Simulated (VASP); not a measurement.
# BaTiO3 in VASP: further runs

BaTiO3 is run at these levels: PBE+U; tasks: single point.

All numbers are computed with VASP 6.6.1; they aren't measurements. Logs are shortened: lines on timing, memory, paths and dates and some standing lists are left out, and cuts for length are marked.

### Step 1. The cell of the first run

The typed cell holds 5 atoms: a = 3.880 Å, b = 3.880 Å, c = 3.880 Å, α = 90.00°, β = 90.00°, γ = 90.00°.

### Step 2. Single point, PBE+U (11.69 Å³/atom)

INCAR reads:

```
PREC = Accurate
ENCUT = 520
EDIFF = 1E-6
ISMEAR = 0
SIGMA = 0.02
LREAL = False
LASPH = True
NELM = 150
ALGO = Normal
ISIF = 2
LWAVE = False
LCHARG = False
LMAXMIX = 4
LDAU = True
LDAUTYPE = 2
LDAUL = -1 2 -1
LDAUU = 0 4 0
LDAUJ = 0 0 0
LDAUPRINT = 1
GGA = PE
NBANDS = 28
```

KPOINTS reads:

```
regular mesh
0
Gamma
  8 8 8
```

POSCAR reads:

```
BaTiO3
1.0
    3.8804679751      0.0000000000      0.0000000000
    0.0000000000      3.8804679751      0.0000000000
    0.0000000000      0.0000000000      3.8803717833
Ba Ti O
1 1 3
Direct
    0.0000000000      0.0000000000      0.0085822916
    0.5000000000      0.5000000000      0.5085698828
    0.5000000000      0.5000000000      0.0086138962
    0.5000000000      0.0000000000      0.5086169648
    0.0000000000      0.5000000000      0.5086169648
```

Potentials or basis: VASP PAW PBE potentials, release 64 (Ba_sv, Ti_sv, O).

Command:

```sh
cat potpaw_PBE.64/Ba_sv/POTCAR potpaw_PBE.64/Ti_sv/POTCAR potpaw_PBE.64/O/POTCAR > POTCAR
mpirun -np 1 vasp_std > vasp.out
```

OUTCAR:

```text
PREC = Accurate
   ENCUT = 520
   EDIFF = 1E-6
   ISMEAR = 0
   LREAL = False
   LASPH = True
   NELM = 150
   ISIF = 2
   GGA = PE

 ion  position               nearest neighbor table
   1  0.000  0.000  0.009-   4 2.74   5 2.74   5 2.74   4 2.74   3 2.74   3 2.74   3 2.74   3 2.74
                             4 2.74   5 2.74   5 2.74   4 2.74   2 3.36   2 3.36   2 3.36   2 3.36
   2  0.500  0.500  0.509-   3 1.94   4 1.94   5 1.94   4 1.94   5 1.94   3 1.94   1 3.36   1 3.36
                             1 3.36   1 3.36   1 3.36   1 3.36   1 3.36   1 3.36
   3  0.500  0.500  0.009-   2 1.94   2 1.94   1 2.74   1 2.74   1 2.74   1 2.74
   4  0.500  0.000  0.509-   2 1.94   2 1.94   1 2.74   1 2.74   1 2.74   1 2.74
   5  0.000  0.500  0.509-   2 1.94   2 1.94   1 2.74   1 2.74   1 2.74   1 2.74

  LATTYP: Found a simple tetragonal cell.
 ALAT       =     3.8804679751
 C/A-ratio  =     0.9999752113

  Lattice vectors:

 A1 = (   3.8804679751,   0.0000000000,   0.0000000000)
 A2 = (   0.0000000000,   3.8804679751,   0.0000000000)
 A3 = (   0.0000000000,   0.0000000000,   3.8803717833)

Analysis of symmetry for initial positions (statically):
=====================================================================
 Subroutine PRICEL returns:
 Original cell was already a primitive cell.

 Routine SETGRP: Setting up the symmetry group for a
 simple tetragonal supercell.

 Subroutine GETGRP returns: Found  8 space group operations
 (whereof  8 operations were pure point group operations)
 out of a pool of 16 trial point group operations.

The static configuration has the point symmetry C_4v.

Analysis of symmetry for dynamics (positions and initial velocities):
=====================================================================
 Subroutine PRICEL returns:
 Original cell was already a primitive cell.

 Routine SETGRP: Setting up the symmetry group for a
 simple tetragonal supercell.

 Subroutine GETGRP returns: Found  8 space group operations
 (whereof  8 operations were pure point group operations)
 out of a pool of 16 trial point group operations.

The dynamic configuration has the point symmetry C_4v.

 Subroutine INISYM returns: Found  8 space group operations
 (whereof  8 operations are pure point group operations),
 and found     1 'primitive' translations

----------------------------------------------------------------------------------------

                                     Primitive cell

  volume of cell :      58.4308

  direct lattice vectors                    reciprocal lattice vectors
     3.880467975  0.000000000  0.000000000     0.257700877  0.000000000  0.000000000
     0.000000000  3.880467975  0.000000000     0.000000000  0.257700877  0.000000000
     0.000000000  0.000000000  3.880371783     0.000000000  0.000000000  0.257707265

  length of vectors
     3.880467975  3.880467975  3.880371783     0.257700877  0.257700877  0.257707265

  position of ions in fractional coordinates (direct lattice)
     0.000000000  0.000000000  0.008582292
     0.500000000  0.500000000  0.508569883
     0.500000000  0.500000000  0.008613896
     0.500000000  0.000000000  0.508616965
     0.000000000  0.500000000  0.508616965

  ion indices of the primitive-cell ions
   primitive index   ion index
                 1           1
                 2           2
                 3           3
                 4           4
                 5           5

----------------------------------------------------------------------------------------

 KPOINTS: regular mesh

Automatic generation of k-mesh.
 Grid dimensions read from file:
 generate k-points for:    8    8    8

[... 49 lines left out ...]
   dimension x,y,z NGXF=    60 NGYF=   60 NGZF=   60
   ions per type =               1   1   3
   NGX,Y,Z   is equivalent  to a cutoff of  12.85, 12.85, 12.85 a.u.
   NGXF,Y,Z  is equivalent  to a cutoff of  25.71, 25.71, 25.71 a.u.
 SYSTEM =  unknown system
   PREC   = accura    normal or accurate (medium, high low for compatibility)
   ISTART =      0    job   : 0-new  1-cont  2-samecut
   ICHARG =      2    charge: 1-file 2-atom 10-const
   ISPIN  =      1    spin polarized calculation?
   LNONCOLLINEAR =      F non collinear calculations
   LSORBIT =      F    spin-orbit coupling
   LASPH  =      T    aspherical Exc in radial PAW
   ENCUT  =  520.0 eV  38.22 Ry    6.18 a.u.   7.22  7.22  7.21*2*pi/ulx,y,z
   NELM   =    150;   NELMIN=  2; NELMDL= -5     # of ELM steps
   EDIFF  = 0.1E-05   stopping-criterion for ELM
   LREAL  =      F    real-space projection
   EDIFFG = 0.1E-04   stopping-criterion for IOM
   NSW    =      0    number of steps for IOM
   IBRION =     -1    ionic relax: 0-MD 1-quasi-New 2-CG
   NFREE  =      0    steps in history (QN), initial steepest desc. (CG)
   ISIF   =      2    stress and relaxation
   ISYM   =      2    0-nonsym 1-usesym 2-fastsym
   POTIM  = 0.5000    time-step for ionic-motion
   TEBEG  =    0.0;   TEEND  =   0.0 temperature during run
   PSTRESS=    0.0 pullay stress
   NELECT =      40.0000    total number of electrons
   NUPDOWN=      -1.0000    fix difference up-down
   EMIN   =  10.00;   EMAX   =-10.00  energy-range for DOS
   EFERMI =   0.00;   METHOD = LEGACY
   ISMEAR =     0;   SIGMA  =   0.02  broadening in eV -4-tet -1-fermi 0-gaus
   EFERMI_NEDOS =   21; number of points for ismear=-14 and -15
   IALGO  =     38    algorithm
   IMIX   =      4    mixing-type and parameters
     AMIX     =   0.40;   BMIX     =  1.00
     AMIX_MAG =   1.60;   BMIX_MAG =  1.00
  volume/ion in A,a.u.               =      11.69        78.86
  Fermi-wavevector in a.u.,A,eV,Ry     =   1.442827  2.726548 28.323932  2.081750
  Thomas-Fermi vector in A             =   2.561304
   LORBIT       =      0    0 simple, 1 ext, 2 COOP (PROOUT), +10 PAW based schemes
 LDA+U is selected, type is set to LDAUTYPE =  2
   angular momentum for each species LDAUL =    -1    2   -1
   U (eV)           for each species LDAUU =   0.0  4.0  0.0
   J (eV)           for each species LDAUJ =   0.0  0.0  0.0
   GGA     = PE    functional components
   LHFCALC =     F    Hartree Fock is set to
   AEXX    =    0.0000 exact exchange contribution
   IVDW    =     0    specifies the selected vdW correction
   LEPSILON=     F    determine dielectric tensor
   LRPA    =     F    only Hartree local field effects (RPA)
 non-spin polarized calculation
 Gauss-broadening in eV      SIGMA  =   0.02
  energy-cutoff  :      520.00
  volume of cell :       58.43
 maximum number of plane-waves:      1600
 NGX is ok and might be reduce to    30
   NGX = 15   NGY = 15   NGZ = 15

atom =   2  type =  2  l = 2

 onsite density matrix

spin component  1

  0.1089  0.0000 -0.0000  0.0000 -0.0000
  0.0000  0.1089 -0.0000 -0.0000 -0.0000
 -0.0000 -0.0000  0.2588 -0.0000 -0.0000
  0.0000 -0.0000 -0.0000  0.1089  0.0000
 -0.0000 -0.0000 -0.0000  0.0000  0.2588

spin component  2

  0.1089  0.0000 -0.0000  0.0000 -0.0000
  0.0000  0.1089 -0.0000 -0.0000 -0.0000
 -0.0000 -0.0000  0.2588 -0.0000 -0.0000
  0.0000 -0.0000 -0.0000  0.1089  0.0000
 -0.0000 -0.0000 -0.0000  0.0000  0.2588

 occupancies and eigenvectors

  o =  0.1089  v =  1.0000  0.0000  0.0000  0.0000  0.0000  0.0000  0.0000  0.0000  0.0000  0.0000      0.0000  0.0000  0.0000  0.0000  0.0000  0.0000  0.0000  0.0000  0.0000  0.0000
  o =  0.1089  v =  0.0000  0.0000  0.0000  0.0000  0.0000  1.0000  0.0000  0.0000  0.0000  0.0000      0.0000  0.0000  0.0000  0.0000  0.0000  0.0000  0.0000  0.0000  0.0000  0.0000
  o =  0.1089  v =  0.0000  0.0007 -0.0000 -1.0000  0.0000  0.0000  0.0000  0.0000  0.0000  0.0000      0.0000  0.0000  0.0000  0.0000  0.0000  0.0000  0.0000  0.0000  0.0000  0.0000
  o =  0.1089  v =  0.0000  0.0000  0.0000  0.0000  0.0000  0.0000  0.0007 -0.0000 -1.0000  0.0000      0.0000  0.0000  0.0000  0.0000  0.0000  0.0000  0.0000  0.0000  0.0000  0.0000
  o =  0.1089  v =  0.0000  1.0000 -0.0000  0.0007  0.0000  0.0000  0.0000  0.0000  0.0000  0.0000      0.0000  0.0000  0.0000  0.0000  0.0000  0.0000  0.0000  0.0000  0.0000  0.0000
  o =  0.1089  v =  0.0000  0.0000  0.0000  0.0000  0.0000  0.0000  1.0000 -0.0000  0.0007  0.0000      0.0000  0.0000  0.0000  0.0000  0.0000  0.0000  0.0000  0.0000  0.0000  0.0000
  o =  0.2588  v =  0.0000  0.0000  0.0000  0.0000  0.0000  0.0000 -0.0000 -0.0000 -0.0000 -1.0000      0.0000  0.0000  0.0000  0.0000  0.0000  0.0000  0.0000  0.0000  0.0000  0.0000
  o =  0.2588  v =  0.0000 -0.0000 -0.0000 -0.0000 -1.0000  0.0000  0.0000  0.0000  0.0000  0.0000      0.0000  0.0000  0.0000  0.0000  0.0000  0.0000  0.0000  0.0000  0.0000  0.0000
  o =  0.2588  v =  0.0000  0.0000  0.0000  0.0000  0.0000  0.0000  0.0000  1.0000 -0.0000  0.0000      0.0000  0.0000  0.0000  0.0000  0.0000  0.0000  0.0000  0.0000  0.0000  0.0000
  o =  0.2588  v =  0.0000  0.0000  1.0000 -0.0000  0.0000  0.0000  0.0000  0.0000  0.0000  0.0000      0.0000  0.0000  0.0000  0.0000  0.0000  0.0000  0.0000  0.0000  0.0000  0.0000

 number of electron      40.0000012 magnetization

 Free energy of the ion-electron system (eV)
  ---------------------------------------------------
  ext. energy  EPLUGINS =         0.00000000
  ---------------------------------------------------
  free energy    TOTEN  =       -36.68306349 eV

  energy without entropy =      -36.68306349  energy(sigma->0) =      -36.68306349

 E-fermi :   4.8558     XC(G=0): -11.7629

 val. band max:        4.7210445964   @ k =   0.5000   0.5000   0.5000
 cond. band min:       7.1486294932   @ k =   0.0000   0.0000   0.0000
 fundamental gap:      2.4275848968
 Fermi energy:         4.8558184882

 k-point     1 :       0.0000    0.0000    0.0000
  band No.  band energies     occupation
      1     -52.5391      2.00000
      2     -28.7588      2.00000
      3     -28.7588      2.00000
      4     -28.7588      2.00000
      5     -19.9227      2.00000
      6     -12.4282      2.00000
[... 733 lines left out ...]
     27      13.1501      0.00000
     28      14.0283      0.00000

 [... further k-points ...]
[... 5 lines left out ...]
  --------------------------------------------------------------------------------------
  -------------------------------------------------------------------------------------
  Total       10.4089007     10.4089007     10.4137450      0.0000000      0.0000000      0.0000000
  in kB      285.4131002    285.4131002    285.5459313      0.0000000      0.0000000      0.0000000
  external PRESSURE =     285.4573772 kB  Pullay stress =       0.0000000 kB

 VOLUME and BASIS-vectors are now :
 -----------------------------------------------------------------------------
  energy-cutoff  :      520.00
  volume of cell :       58.43
      direct lattice vectors                 reciprocal lattice vectors
     3.880467975  0.000000000  0.000000000     0.257700877  0.000000000  0.000000000
     0.000000000  3.880467975  0.000000000     0.000000000  0.257700877  0.000000000
     0.000000000  0.000000000  3.880371783     0.000000000  0.000000000  0.257707265

 POSITION                                       TOTAL-FORCE (eV/Angst)
 -----------------------------------------------------------------------------------
      0.00000      0.00000      0.03330         0.000000     -0.000000      0.000500
      1.94023      1.94023      1.97344        -0.000000      0.000000      0.001248
      1.94023      1.94023      0.03343        -0.000000      0.000000     -0.001108
      1.94023      0.00000      1.97362        -0.000000     -0.000000     -0.000320
      0.00000      1.94023      1.97362         0.000000     -0.000000     -0.000320
 -----------------------------------------------------------------------------------
    total drift:                                0.000000      0.000000      0.000019

  FREE ENERGIE OF THE ION-ELECTRON SYSTEM (eV)
  ---------------------------------------------------
  free  energy   TOTEN  =       -36.6830634873 eV

  energy  without entropy=      -36.6830634873  energy(sigma->0) =      -36.68306349
```

Run time: 51 s. Hardware: 1 thread of Intel Xeon 6975P-C (Granite Rapids), shared host; peak memory 0.25 GiB.

Results:

```
Free energy            : -36.6831 eV
Pressure               : 28.5 GPa
Band gap on the k mesh : 2.43 eV (least direct gap 2.51 eV)
```

Eigenvalues of the final occupation matrices:
```
    site  spin  trace               eigenvalues
site 2 d     1   0.84  0.11 0.11 0.11 0.26 0.26
site 2 d     2   0.84  0.11 0.11 0.11 0.26 0.26
```

Caveat: the cell stands under pressure; spin-orbit coupling is left out, which moves the levels of the heavy elements.

### Step 3. Single point, PBE+U (12.08 Å³/atom)

This run uses another cell than the first one, of 12.08 Å³/atom.

INCAR reads:

```
SYSTEM = BaTiO3
  PREC = Accurate
  ENCUT = 520
  EDIFF = 1E-7
  ISMEAR = 0
  SIGMA = 0.02
  LREAL = .FALSE.
  LASPH = .TRUE.
  NELM = 150
  ALGO = Normal
  ISIF = 2
  LWAVE = .FALSE.
  LCHARG = .FALSE.
  LMAXMIX = 4
  LDAU = .TRUE.
  LDAUTYPE = 2
  LDAUL = -1 2 -1
  LDAUU = 0 4 0
  LDAUJ = 0 0 0
  LDAUPRINT = 1
  GGA = PE
  NBANDS = 28
```

KPOINTS reads:

```
regular mesh
0
G
  8 8 8
  0 0 0
```

POSCAR: that of step 2 with these lines changed.

```diff
@@ -2,5 +2,5 @@
 1.0
-    3.8804679751      0.0000000000      0.0000000000
-    0.0000000000      3.8804679751      0.0000000000
-    0.0000000000      0.0000000000      3.8803717833
+    3.9240723886      0.0000000000      0.0000000000
+    0.0000000000      3.9240723886      0.0000000000
+    0.0000000000      0.0000000000      3.9239751159
 Ba Ti O
```

Potentials or basis: VASP PAW PBE potentials, release 64 (Ba_sv, Ti_sv, O).

Command:

```sh
cat potpaw_PBE.64/Ba_sv/POTCAR potpaw_PBE.64/Ti_sv/POTCAR potpaw_PBE.64/O/POTCAR > POTCAR
mpirun -np 1 vasp_std > vasp.out
```

OUTCAR:

```text
SYSTEM = BaTiO3
   PREC = Accurate
   ENCUT = 520
   EDIFF = 1E-7
   ISMEAR = 0
   LREAL = .FALSE.
   LASPH = .TRUE.
   NELM = 150
   ISIF = 2
   GGA = PE

 ion  position               nearest neighbor table
   1  0.000  0.000  0.009-   4 2.77   5 2.77   5 2.77   4 2.77   3 2.77   3 2.77   3 2.77   3 2.77
                             4 2.77   5 2.77   5 2.77   4 2.77   2 3.40   2 3.40   2 3.40   2 3.40
   2  0.500  0.500  0.509-   3 1.96   4 1.96   5 1.96   4 1.96   5 1.96   3 1.96   1 3.40   1 3.40
                             1 3.40   1 3.40   1 3.40   1 3.40   1 3.40   1 3.40
   3  0.500  0.500  0.009-   2 1.96   2 1.96   1 2.77   1 2.77   1 2.77   1 2.77
   4  0.500  0.000  0.509-   2 1.96   2 1.96   1 2.77   1 2.77   1 2.77   1 2.77
   5  0.000  0.500  0.509-   2 1.96   2 1.96   1 2.77   1 2.77   1 2.77   1 2.77

  LATTYP: Found a simple tetragonal cell.
 ALAT       =     3.9240723886
 C/A-ratio  =     0.9999752113

  Lattice vectors:

 A1 = (   3.9240723886,   0.0000000000,   0.0000000000)
 A2 = (   0.0000000000,   3.9240723886,   0.0000000000)
 A3 = (   0.0000000000,   0.0000000000,   3.9239751159)

Analysis of symmetry for initial positions (statically):
=====================================================================
 Subroutine PRICEL returns:
[... 213 lines left out ...]
  energy without entropy =      -36.98479860  energy(sigma->0) =      -36.98479860

 E-fermi :   4.5671     XC(G=0): -11.5825

 val. band max:        4.4442340703   @ k =   0.5000   0.5000   0.5000
 cond. band min:       6.7969856025   @ k =   0.0000   0.0000   0.0000
 fundamental gap:      2.3527515322
 Fermi energy:         4.5670888944

 k-point     1 :       0.0000    0.0000    0.0000
  band No.  band energies     occupation
      1     -52.9902      2.00000
      2     -29.1868      2.00000
      3     -29.1868      2.00000
      4     -29.1868      2.00000
      5     -20.2535      2.00000
      6     -12.6407      2.00000
[... 733 lines left out ...]
     27      12.6819      0.00000
     28      13.5524      0.00000

 [... further k-points ...]
[... 5 lines left out ...]
  --------------------------------------------------------------------------------------
  -------------------------------------------------------------------------------------
  Total        7.4810105      7.4810105      7.4854461      0.0000000      0.0000000      0.0000000
  in kB      198.3675283    198.3675283    198.4851440      0.0000000      0.0000000      0.0000000
  external PRESSURE =     198.4067335 kB  Pullay stress =       0.0000000 kB

 VOLUME and BASIS-vectors are now :
 -----------------------------------------------------------------------------
  energy-cutoff  :      520.00
  volume of cell :       60.42
      direct lattice vectors                 reciprocal lattice vectors
     3.924072389  0.000000000  0.000000000     0.254837297  0.000000000  0.000000000
     0.000000000  3.924072389  0.000000000     0.000000000  0.254837297  0.000000000
     0.000000000  0.000000000  3.923975116     0.000000000  0.000000000  0.254843614

 POSITION                                       TOTAL-FORCE (eV/Angst)
 -----------------------------------------------------------------------------------
      0.00000      0.00000      0.03368        -0.000000      0.000000      0.000403
      1.96204      1.96204      1.99562         0.000000     -0.000000      0.000956
      1.96204      1.96204      0.03380         0.000000      0.000000     -0.000702
      1.96204      0.00000      1.99580         0.000000      0.000000     -0.000328
      0.00000      1.96204      1.99580         0.000000      0.000000     -0.000328
 -----------------------------------------------------------------------------------
    total drift:                                0.000000      0.000000     -0.000043

  FREE ENERGIE OF THE ION-ELECTRON SYSTEM (eV)
  ---------------------------------------------------
  free  energy   TOTEN  =       -36.9847985975 eV

  energy  without entropy=      -36.9847985975  energy(sigma->0) =      -36.98479860
```

Wall time 58 s (1 thread of Intel Xeon 6975P-C (Granite Rapids), shared host); peak memory 0.26 GiB.

Results:

* Free energy: -36.9848 eV
* Pressure: 19.8 GPa
* Band gap on the k mesh: 2.35 eV (least direct gap 2.48 eV)

Eigenvalues of the final occupation matrices:
```tsv
site	spin	trace	eigenvalues
site 2 d	1	0.82	0.11 0.11 0.11 0.25 0.25
site 2 d	2	0.82	0.11 0.11 0.11 0.25 0.25
```

Caveat: the cell stands under pressure; spin-orbit coupling is left out, which moves the levels of the heavy elements. A k mesh can miss the band edges.
